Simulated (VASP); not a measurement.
Here is a VASP 6.6.1 calculation.

File INCAR:

```
PREC     = Accurate       # precision mode
ENCUT    = 520            # plane-wave cutoff, eV
EDIFF    = 1E-6           # SCF threshold, eV
ISMEAR   = 0              # smearing method
SIGMA    = 0.15           # smearing width, eV
LREAL    = F              # projectors in reciprocal space
LASPH    = T              # aspherical terms in the spheres
NELM     = 60             # most SCF steps
ALGO     = Fast           # electronic algorithm
ISIF     = 2              # what is computed and relaxed
LWAVE    = F              # write WAVECAR
LCHARG   = T              # write CHGCAR
GGA      = PE             # functional
LELF     = T              # ELF
LVHAR    = T            
NBANDS   = 45             # bands
```

Contents of KPOINTS:

```
regular mesh
0
Gamma
  15 15 4
```

POSCAR

```
Ti
1.0
   -2.0558584512     -2.0558584512      0.0000000000
    2.0558584512     -2.0558584512      0.0000000000
   -0.2055858451     -0.2055858451     12.6851507070
Ti
6
Direct
   -0.0891358420      0.0000000000      0.8913584203
    0.4918982150      0.5000000000      0.0810178502
   -0.0243085964      0.0000000000      0.2430859642
    0.4594845922      0.5000000000      0.4051540782
   -0.0567222192      0.0000000000      0.5672221923
    0.4270709694      0.5000000000      0.7292903063
```

Potentials or basis: VASP PAW PBE potentials, release 64 (Ti_sv).

Run with:

```console
$ cat potpaw_PBE.64/Ti_sv/POTCAR > POTCAR
$ mpirun -np 1 vasp_std > vasp.out
```

Problem. What does it give for the largest force?

Solution. 0.279 eV/Å.

Problem. Predict the band gap on the k mesh.

Solution. Zero (bands 36 and 37 overlap by 0.87 eV).

Problem. Estimate the pressure.

Solution. -2.7 GPa.

Forces in eV/Å, atoms in the order of the input:
```
Ti  -0.132 -0.132  0.208
Ti   0.132  0.132 -0.208
Ti  -0.009 -0.009 -0.150
Ti   0.004  0.004 -0.022
Ti  -0.004 -0.004  0.022
Ti   0.009  0.009  0.150
```

Caveat: the cell differs from its parent crystal (the part above a cut slid along it).
